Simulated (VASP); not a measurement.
Input of a VASP 6.6.1 run:

The input POSCAR:

```
Ag
1.0
    1.4691618410      0.8482209844      4.6582593498
   -1.4691618410      0.8482209844      4.6582593498
    0.0000000000     -1.6964419687      4.6582593498
Ag
2
Direct
    0.2499752897      0.2499752897      0.2499752897
    0.7500247103      0.7500247103      0.7500247103
```

INCAR.step1

```
SYSTEM = Ag
PREC     = Accurate       ! precision mode
ENCUT    = 520            ! plane-wave cutoff, eV
ISMEAR   = 0              ! smearing method
SIGMA    = 0.1            ! smearing width, eV
LREAL    = .FALSE.        ! projectors in reciprocal space
LASPH    = .TRUE.         ! aspherical terms in the spheres
NELM     = 80             ! most SCF steps
NBANDS   = 18             ! bands
GGA      = PE             ! functional
ALGO     = Normal         ! electronic algorithm
EDIFF    = 1E-4           ! SCF threshold, eV
LWAVE    = .TRUE.         ! write WAVECAR
LCHARG   = .FALSE.        ! write CHGCAR
```

Contents of INCAR.step2:

```
SYSTEM = Ag
PREC     = Accurate       ! precision mode
ENCUT    = 520            ! plane-wave cutoff, eV
EDIFF    = 1E-6           ! SCF threshold, eV
ISMEAR   = 0              ! smearing method
SIGMA    = 0.1            ! smearing width, eV
LREAL    = .FALSE.        ! projectors in reciprocal space
LASPH    = .TRUE.         ! aspherical terms in the spheres
NELM     = 80             ! most SCF steps
ALGO     = Normal         ! electronic algorithm
ISIF     = 2              ! what is computed and relaxed
LWAVE    = .FALSE.        ! write WAVECAR
LCHARG   = .FALSE.        ! write CHGCAR
METAGGA  = R2SCAN         ! meta-GGA
LMIXTAU  = .TRUE.       
NBANDS   = 18             ! bands
ISTART   = 1
```

KPOINTS

```
regular mesh
0
G
  6 6 6
  0 0 0
```

Potentials or basis: VASP PAW PBE potentials, release 64 (Ag).

The run is started by

```console
$ cat potpaw_PBE.64/Ag/POTCAR > POTCAR
$ cp INCAR.step1 INCAR
$ mpirun -np 1 vasp_std > vasp.out
$ cp INCAR.step2 INCAR
$ mpirun -np 1 vasp_std > vasp.out
```

**Question.** Predict the pressure.

**Answer.** 0.1 GPa.

**Question.** Estimate the band gap on the k mesh.

**Answer.** Zero (bands 11 and 12 overlap by 7.19 eV).

Stress tensor (GPa, compression positive):
```
0.02 0.00 0.00
0.00 0.02 0.00
0.00 0.00 0.12
```

Caveat: the k points lie up to 0.42 Å⁻¹ apart, too coarse for converged energies and pressures of a metal; the PAW data sets were made with another functional, which shifts forces and pressure a little.
